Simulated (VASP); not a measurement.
# Zr (Im-3m) in VASP: a series of runs

Runs on Zr. Level: RPBE. Tasks: single point.

Everything below comes from runs of VASP 6.6.1. Logs are shortened: lines on timing, memory, paths and dates and some standing lists are left out, and cuts for length are marked.

### Step 1. The cell of the first run

It takes space group Im-3m (No. 229, cubic). The conventional cell has a = 3.596 Å, b = 3.596 Å, c = 3.596 Å, α = 90.00°, β = 90.00°, γ = 90.00°. Zr (site symmetry m-3m) has 14 Zr at 3.11 to 3.60 Å within 4.1 Å.

### Step 2. Single point, RPBE

INCAR

```
SYSTEM = Zr
PREC = Accurate
ENCUT = 500
EDIFF = 1E-6
ISMEAR = -1
SIGMA = 0.05
LREAL = .False.
LASPH = .True.
NELM = 120
ALGO = Normal
ISIF = 2
LWAVE = .False.
LCHARG = .False.
GGA = RP
NBANDS = 12
GGA_COMPAT = .False.
```

KPOINTS

```
regular mesh
0
Gamma
  10 10 10
  0 0 0
```

POSCAR

```
Zr
1.0
   -1.7978519830      1.7978519830      1.7978519830
    1.7978519830     -1.7978519830      1.7978519830
    1.7978519830      1.7978519830     -1.7978519830
Zr
1
Direct
    0.0000000000      0.0000000000      0.0000000000
```

Potentials or basis: VASP PAW PBE potentials, release 64 (Zr_sv).

The run is started by

```bash
cat potpaw_PBE.64/Zr_sv/POTCAR > POTCAR
mpirun -np 1 vasp_std > vasp.out
```

OUTCAR:

```text
SYSTEM = Zr
   PREC = Accurate
   ENCUT = 500
   EDIFF = 1E-6
   ISMEAR = -1
   LREAL = .False.
   LASPH = .True.
   NELM = 120
   ISIF = 2
   GGA = RP

 ion  position               nearest neighbor table
   1  0.000  0.000  0.000-

  LATTYP: Found a body centered cubic cell.
 ALAT       =     3.5957039660

  Lattice vectors:

 A1 = (  -1.7978519830,   1.7978519830,   1.7978519830)
 A2 = (   1.7978519830,  -1.7978519830,   1.7978519830)
 A3 = (   1.7978519830,   1.7978519830,  -1.7978519830)

Analysis of symmetry for initial positions (statically):
=====================================================================
 Subroutine PRICEL returns:
 Original cell was already a primitive cell.

 Routine SETGRP: Setting up the symmetry group for a
 body centered cubic supercell.

 Subroutine GETGRP returns: Found 48 space group operations
 (whereof 48 operations were pure point group operations)
 out of a pool of 48 trial point group operations.

The static configuration has the point symmetry O_h .

Analysis of symmetry for dynamics (positions and initial velocities):
=====================================================================
 Subroutine PRICEL returns:
 Original cell was already a primitive cell.

 Routine SETGRP: Setting up the symmetry group for a
 body centered cubic supercell.

 Subroutine GETGRP returns: Found 48 space group operations
 (whereof 48 operations were pure point group operations)
 out of a pool of 48 trial point group operations.

The dynamic configuration has the point symmetry O_h .

 Subroutine INISYM returns: Found 48 space group operations
 (whereof 48 operations are pure point group operations),
 and found     1 'primitive' translations

----------------------------------------------------------------------------------------

                                     Primitive cell

  volume of cell :      23.2446

  direct lattice vectors                    reciprocal lattice vectors
    -1.797851983  1.797851983  1.797851983     0.000000000  0.278109658  0.278109658
     1.797851983 -1.797851983  1.797851983     0.278109658  0.000000000  0.278109658
     1.797851983  1.797851983 -1.797851983     0.278109658  0.278109658  0.000000000

  length of vectors
     3.113970979  3.113970979  3.113970979     0.393306450  0.393306450  0.393306450

[... 77 lines left out ...]
   NELM   =    120;   NELMIN=  2; NELMDL= -5     # of ELM steps
   EDIFF  = 0.1E-05   stopping-criterion for ELM
   LREAL  =      F    real-space projection
   EDIFFG = 0.1E-04   stopping-criterion for IOM
   NSW    =      0    number of steps for IOM
   IBRION =     -1    ionic relax: 0-MD 1-quasi-New 2-CG
   NFREE  =      0    steps in history (QN), initial steepest desc. (CG)
   ISIF   =      2    stress and relaxation
   ISYM   =      2    0-nonsym 1-usesym 2-fastsym
   POTIM  = 0.5000    time-step for ionic-motion
   TEBEG  =    0.0;   TEEND  =   0.0 temperature during run
   PSTRESS=    0.0 pullay stress
   NELECT =      12.0000    total number of electrons
   NUPDOWN=      -1.0000    fix difference up-down
   EMIN   =  10.00;   EMAX   =-10.00  energy-range for DOS
   EFERMI =   0.00;   METHOD = LEGACY
   ISMEAR =    -1;   SIGMA  =   0.05  broadening in eV -4-tet -1-fermi 0-gaus
   EFERMI_NEDOS =   21; number of points for ismear=-14 and -15
   IALGO  =     38    algorithm
   IMIX   =      4    mixing-type and parameters
     AMIX     =   0.40;   BMIX     =  1.00
     AMIX_MAG =   1.60;   BMIX_MAG =  1.00
  volume/ion in A,a.u.               =      23.24       156.86
  Fermi-wavevector in a.u.,A,eV,Ry     =   1.313292  2.481762 23.466458  1.724736
  Thomas-Fermi vector in A             =   2.443625
   LORBIT       =      0    0 simple, 1 ext, 2 COOP (PROOUT), +10 PAW based schemes
   GGA     = RP    functional components
   LHFCALC =     F    Hartree Fock is set to
   AEXX    =    0.0000 exact exchange contribution
   IVDW    =     0    specifies the selected vdW correction
   LEPSILON=     F    determine dielectric tensor
   LRPA    =     F    only Hartree local field effects (RPA)
 non-spin polarized calculation
  energy-cutoff  :      500.00
  volume of cell :       23.24
 maximum number of plane-waves:       606
   NGX = 11   NGY = 11   NGZ = 11

 number of electron      12.0000000 magnetization

 Free energy of the ion-electron system (eV)
  ---------------------------------------------------
  ext. energy  EPLUGINS =         0.00000000
  ---------------------------------------------------
  free energy    TOTEN  =        -8.01151289 eV

  energy without entropy =       -7.99552960  energy(sigma->0) =       -8.00352124

 E-fermi :   8.8621     XC(G=0): -11.0085

 val. band max:        8.8266585585   @ k =   0.2000   0.2000   0.0000
 cond. band min:       8.9067961865   @ k =   0.2000   0.1000  -0.0000
 fundamental gap:      0.0801376280
 Fermi energy:         8.8620814774

 k-point     1 :       0.0000    0.0000    0.0000
  band No.  band energies     occupation
      1     -39.6980      2.00000
      2     -17.2119      2.00000
      3     -17.2119      2.00000
      4     -17.2119      2.00000
      5       3.4513      2.00000
      6       9.9544      0.00000
      7       9.9544      0.00000
      8       9.9544      0.00000
      9      12.4192      0.00000
     10      12.4192      0.00000
     11      21.1893      0.00000
     12      21.1893      0.00000
[... 331 lines left out ...]
 k-point    24 :      -0.3000    0.3000    0.1000
  band No.  band energies     occupation
      1     -39.5876      2.00000
      2     -17.8443      2.00000
      3     -17.4478      2.00000
      4     -17.2882      2.00000
      5       5.9244      2.00000
      6       8.9966      0.12709
      7       8.9998      0.11965
      8      11.3161      0.00000
      9      12.5513      0.00000
     10      13.1815      0.00000
     11      20.6712      0.00000
     12      22.3606      0.00000

 [... further k-points ...]
[... 5 lines left out ...]
  --------------------------------------------------------------------------------------
  -------------------------------------------------------------------------------------
  Total        0.0646499      0.0646499      0.0646499     -0.0000000     -0.0000000      0.0000000
  in kB        4.4561154      4.4561154      4.4561154     -0.0000000     -0.0000000      0.0000000
  external PRESSURE =       4.4561154 kB  Pullay stress =       0.0000000 kB

 VOLUME and BASIS-vectors are now :
 -----------------------------------------------------------------------------
  energy-cutoff  :      500.00
  volume of cell :       23.24
      direct lattice vectors                 reciprocal lattice vectors
    -1.797851983  1.797851983  1.797851983     0.000000000  0.278109658  0.278109658
     1.797851983 -1.797851983  1.797851983     0.278109658  0.000000000  0.278109658
     1.797851983  1.797851983 -1.797851983     0.278109658  0.278109658  0.000000000

 POSITION                                       TOTAL-FORCE (eV/Angst)
 -----------------------------------------------------------------------------------
      0.00000      0.00000      0.00000         0.000000     -0.000000     -0.000000
 -----------------------------------------------------------------------------------
    total drift:                                0.000000      0.000000      0.000000

  FREE ENERGIE OF THE ION-ELECTRON SYSTEM (eV)
  ---------------------------------------------------
  free  energy   TOTEN  =        -8.0115128893 eV

  energy  without entropy=       -7.9955295957  energy(sigma->0) =       -8.00352124
```

stdout:

```text
POSCAR found type information on POSCAR Zr
 POSCAR found :  1 types and       1 ions
 scaLAPACK will be used
 -----------------------------------------------------------------------------
|                                                                             |
|                                                                             |
|     You enforced a specific xc type in the INCAR file but a different       |
|     I HOPE YOU KNOW WHAT YOU ARE DOING!                                     |
|                                                                             |
 -----------------------------------------------------------------------------

 LDA part: xc-table for (Slater+PW92), standard interpolation
 POSCAR, INCAR and KPOINTS ok, starting setup
 FFT: planning ... GRIDC
 FFT: planning ... GRID_SOFT
 FFT: planning ... GRID
 WAVECAR not read
 entering main loop
```

Wall time 14 s (1 thread of Intel Xeon 8259CL, shared host); peak memory 0.14 GiB.

Results:

```yaml
Free_energy: -8.0115 eV
Pressure: 0.4 GPa
Band_gap_on_the_k_mesh: zero (band 6 reaches 9.95 eV, above the bottom of band 7 at 8.16 eV)
```

Levels at points of the mesh, in eV from the Fermi level:
| k point | band 2 | band 3 | band 4 | band 5 | band 6 | band 7 | band 8 | band 9 | band 10 | band 11 |
| --- | --- | --- | --- | --- | --- | --- | --- | --- | --- | --- |
| (0.00, 0.00, 0.00) | -26.07 | -26.07 | -26.07 | -5.41 | 1.09 | 1.09 | 1.09 | 3.56 | 3.56 | 12.33 |
| (0.50, 0.00, 0.00) | -27.04 | -26.38 | -26.08 | -2.82 | -0.70 | 1.53 | 3.55 | 4.22 | 6.26 | 9.95 |
| (0.50, 0.50, 0.50) | -26.74 | -26.74 | -26.74 | -2.58 | -2.58 | 5.59 | 5.59 | 5.59 | 7.37 | 7.37 |

Caveat: the PAW data sets were made with another functional, which shifts forces and pressure a little.

### Step 3. Single point, RPBE

This run uses another cell than the first one, of 23.72 Å³/atom, 1.020 times its volume.

INCAR

```
SYSTEM = Zr
ALGO = Normal ; EDIFF = 1E-6
ENCUT = 500 ; GGA = RP
GGA_COMPAT = .False. ; ISIF = 2
ISMEAR = -1 ; LASPH = .True.
LCHARG = .True. ; LELF = .True.
LREAL = .False. ; LVHAR = .True.
LWAVE = .False. ; NBANDS = 12
NELM = 120 ; PREC = Accurate
SIGMA = 0.05
```

KPOINTS

```
k-points
0
Gamma
  10 10 10
  0 0 0
```

POSCAR

```
Zr
1.0
   -1.8100000000      1.8100000000      1.8100000000
    1.8100000000     -1.8100000000      1.8100000000
    1.8100000000      1.8100000000     -1.8100000000
Zr
1
Direct
    0.0000000000      0.0000000000      0.0000000000
```

Potentials or basis: VASP PAW PBE potentials, release 64 (Zr_sv).

The run is started by

```bash
cat potpaw_PBE.64/Zr_sv/POTCAR > POTCAR
mpirun -np 1 vasp_std > vasp.out
```

Wall time 12 s (1 thread of Intel Xeon 8259CL, shared host); peak memory 0.14 GiB.

The run converged. Its results:

- Free energy: -8.0106 eV
- Pressure: -1.1 GPa
- Band gap on the k mesh: zero (band 6 reaches 9.72 eV, above the bottom of band 7 at 7.92 eV)

Levels at points of the mesh, in eV from the Fermi level:
```csv
k point,band 2,band 3,band 4,band 5,band 6,band 7,band 8,band 9,band 10,band 11
"(0.00, 0.00, 0.00)",-26.14,-26.14,-26.14,-5.37,1.08,1.08,1.08,3.49,3.49,12.26
"(0.50, 0.00, 0.00)",-27.05,-26.43,-26.15,-2.76,-0.66,1.45,3.48,4.13,6.11,9.88
"(0.50, 0.50, 0.50)",-26.77,-26.77,-26.77,-2.50,-2.50,5.46,5.46,5.46,7.22,7.22
```

Caveat: the PAW data sets were made with another functional, which shifts forces and pressure a little.
